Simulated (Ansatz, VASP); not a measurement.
## N: VASP beside Ansatz

INCAR

```
ALGO = Normal
EDIFF = 1E-7
EDIFFG = -0.01
ENCUT = 910
GGA = PS
GGA_COMPAT = F
IBRION = 2
ISIF = 3
ISMEAR = -1
LASPH = T
LCHARG = F
LREAL = F
LWAVE = F
NELM = 120
NELMIN = 4
NSW = 80
PREC = Accurate
SIGMA = 0.05
```

The input KPOINTS:

```
k-points
0
Gamma
  3 3 3
```

POSCAR

```
N
1.0
    5.6440000000      0.0000000000      0.0000000000
    0.0000000000      5.6440000000      0.0000000000
    0.0000000000      0.0000000000      5.6440000000
N
8
Direct
    0.0540000000      0.0540000000      0.0540000000
    0.4460000000      0.9460000000      0.5540000000
    0.5540000000      0.4460000000      0.9460000000
    0.9460000000      0.5540000000      0.4460000000
    0.9460000000      0.9460000000      0.9460000000
    0.5540000000      0.0540000000      0.4460000000
    0.4460000000      0.5540000000      0.0540000000
    0.0540000000      0.4460000000      0.5540000000
```

Input for Ansatz:

```yaml
crystal:
  lattice:
    - [5.644, 0.0, 0.0]
    - [0.0, 5.644, 0.0]
    - [0.0, 0.0, 5.644]
  atoms:
    - { symbol: "N", position: [0.054, 0.054, 0.054] }
    - { symbol: "N", position: [0.446, 0.946, 0.554] }
    - { symbol: "N", position: [0.554, 0.446, 0.946] }
    - { symbol: "N", position: [0.946, 0.554, 0.446] }
    - { symbol: "N", position: [0.946, 0.946, 0.946] }
    - { symbol: "N", position: [0.554, 0.054, 0.446] }
    - { symbol: "N", position: [0.446, 0.554, 0.054] }
    - { symbol: "N", position: [0.054, 0.446, 0.554] }
hamiltonian:
  xc: pbesol
  pseudopotentials:
    kind: paw
    azcp:
      "N": "pseudopotentials/N.paw.azcp"
basis:
  ecutwfc: 420
  fft_grid_basis: typed
kpoints:
  mp_grid: { grid: [3, 3, 3], shift: [0, 0, 0] }
magnetization:
  spin_polarized: false
scf:
  occupations: { method: fermi_dirac, width: 0.05 }
relax:
  max_steps: 60
  f_tol: 0.01
  cell: {}
output:
  write_density: true
  write_potential: true
  elf: true
  volumetric_format: npy
```

Alike in both runs: task relaxation of cell and atoms; functional PBEsol; k mesh 3 × 3 × 3; occupations fermi-dirac, width 0.05 eV; no spin polarisation.

```csv
,VASP,Ansatz
version,VASP 6.6.1,Ansatz 0.2.0
potentials or method,"VASP PAW PBE potentials, release 64 (N_h), cutoff 910 eV","plane waves (420 eV) with PAW, scalar-relativistic"
valence electrons in the cell,40,40
```

VASP gave:

```
gap on the k mesh at the Fermi level, each at its own relaxed structure (eV) : 7.40
relaxed volume (Å³/atom)                                                     : 22.89
relaxed cell length with the largest relative difference (Å)                 : 5.679
```

Q: Which values does Ansatz return?

A: gap on the k mesh at the Fermi level, each at its own relaxed structure (eV): 7.64; relaxed volume (Å³/atom): 27.44; relaxed cell length with the largest relative difference (Å): 6.032.

VASP's potentials were made for PBE, not for PBEsol, and Ansatz warns of the same on its side. One of these differences is far larger than is usual between the two programs; its cause wasn't traced.

Noted on VASP's run: the cutoff is short for stress, so the pressure is rough.
